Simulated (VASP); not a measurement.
Sb3Pb, 4 atoms in the cell. Symmetry: Im-3m, No. 229, cubic system. The conventional cell has a = 6.362 Å, b = 6.362 Å, c = 6.362 Å, α = 90.00°, β = 90.00°, γ = 90.00°. Within 4.2 Å of Sb (site symmetry 4/mmm) lie 4 Sb at 3.18 Å and 2 Pb at 3.18 Å. Pb (site symmetry m-3m) has 6 Sb at 3.18 Å within 4.2 Å.  This cell differs from its parent crystal: volume scaled by 1.03.

- Program: VASP 6.6.1
- Task: single point
- Functional: PBE
- Potentials or basis: VASP PAW PBE potentials, release 64 (Sb, Pb_d)
- Cutoff: 520 eV
- k mesh: 10 × 10 × 10
- Occupations: gaussian, width 0.1 eV
- Spin: no spin polarisation
- Dipole correction: no
- Further INCAR settings: ALGO = Normal; EDIFF = 1e-07; NBANDS = 22

Potentials or basis: VASP PAW PBE potentials, release 64 (Sb, Pb_d).

Run with:

```console
$ cat potpaw_PBE.64/Sb/POTCAR potpaw_PBE.64/Pb_d/POTCAR > POTCAR
$ mpirun -np 1 vasp_std > vasp.out
```

Hardware: 1 thread of Intel Xeon 8259CL, with other jobs on the host.

How long does it take, and how much memory?

Run time: 3.6 min on 1 thread of Intel Xeon 8259CL, on a shared host, peak memory 0.33 GiB. Counts: scf iterations 14, k points 47.
